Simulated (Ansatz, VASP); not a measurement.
# N in VASP and in Ansatz

```xyz
4
Lattice="4.0500 0.0000 0.0000 -2.0250 3.5074 0.0000 0.0000 0.0000 6.6040" Properties=species:S:1:pos:R:3 pbc="T T T"
N     0.0000    2.3383    2.2322
N     2.0250    1.1691    5.5342
N     0.0000    2.3383    1.0698
N     2.0250    1.1691    4.3718
```

Alike in both runs: task electric field gradients; functional PBE; k mesh 9 × 9 × 5; occupations fermi-dirac, width 0.03 eV; no spin polarisation.

```csv
,VASP,Ansatz
version,VASP 6.6.1,Ansatz 0.2.0
potentials or method,"VASP PAW PBE potentials, release 64 (N)","PAW with Ansatz's default frozen-core files, scalar-relativistic"
plane-wave cutoff (eV),520,420
valence electrons in the cell,20,20
```

|  | VASP | Ansatz | Ansatz less VASP |
| --- | --- | --- | --- |
| gap on the k mesh at the Fermi level (eV) | 6.00 | 6.04 | +0.039 |
| pressure (GPa) | -7.6 | -8.4 | -0.80 |
| traceless stress, the component that is largest in VASP (GPa) | -16.10 | -17.94 | -1.837 |
| rms of the force components (eV/Å) | 3.570 | 3.979 | +0.4089 |
| size of Vzz on the site where it differs most (V/Å²) | 107.6 | 98.3 | -9.31 |

Atom by atom the forces differ by 0.409 eV/Å (rms over components).

Noted on VASP's run: the standard files for N, O and F lose accuracy on very short bonds.
